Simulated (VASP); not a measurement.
Write the native input for VASP 6.6.1 that does the following.

```
Task                   : single point
Functional             : PBEsol
Potentials or basis    : VASP PAW PBE potentials, release 64 (Ge_d, Sb, Te)
Cutoff                 : 520 eV
k mesh                 : 12 × 12 × 4
Occupations            : gaussian, width 0.15 eV
Spin                   : no spin polarisation
Dipole correction      : no
Further INCAR settings : ALGO = Fast; EDIFF = 1e-06; NBANDS = 39
```

The structure of GeSb4Te4 lies in POSCAR:

```
GeSb4Te4
1.0
    4.2666098041      0.0000000000      0.0000000000
   -2.1333049020      3.6949924784      0.0000000000
    0.0000000000      0.0000000000     17.0067078253
Ge Sb Te
1 4 4
Direct
    0.0000000000      0.0000000000      0.0000000000
    0.3333333333      0.6666666667      0.5458633004
    0.6666666667      0.3333333333      0.4541366996
    0.6666666667      0.3333333333      0.7873570019
    0.3333333333      0.6666666667      0.2126429981
    0.3333333333      0.6666666667      0.9032211210
    0.6666666667      0.3333333333      0.0967788790
   -0.0166705456     -0.0333410912      0.6917762043
    0.0000000000      0.0000000000      0.3132555964
```

This cell differs from its parent crystal: atom 8 (Te) moved +0.150 Å towards its neighbour atom 4 (Sb) at 2.999 Å.

One way to write it, as run:

INCAR

```
  PREC = Accurate
  ENCUT = 520
  EDIFF = 1E-6
  ISMEAR = 0
  SIGMA = 0.15
  LREAL = F
  LASPH = T
  NELM = 100
  ALGO = Fast
  ISIF = 2
  LWAVE = F
  LCHARG = F
  GGA = PS
  NBANDS = 39
```

KPOINTS

```
regular mesh
0
Gamma
  12 12 4
```

Potentials or basis: VASP PAW PBE potentials, release 64 (Ge_d, Sb, Te).

Launch:

```bash
$ cat potpaw_PBE.64/Ge_d/POTCAR potpaw_PBE.64/Sb/POTCAR potpaw_PBE.64/Te/POTCAR > POTCAR
$ mpirun -np 1 vasp_std > vasp.out
```

Results of the run:

* Pressure: 0.4 GPa
* Largest force: 0.787 eV/Å
* Band gap on the k mesh: zero (bands 29 and 30 overlap by 0.07 eV)

Caveat: the cell differs from its parent crystal (atom 8 (Te) moved +0.150 Å towards its neighbour atom 4 (Sb) at 2.999 Å); the PAW data sets were made with another functional, which shifts forces and pressure a little; spin-orbit coupling is left out, which moves the levels of the heavy elements.

Run time: 35 min on 1 thread of Oxide Virtual Turin-like Processor (shared host), peak memory 1.4 GiB.
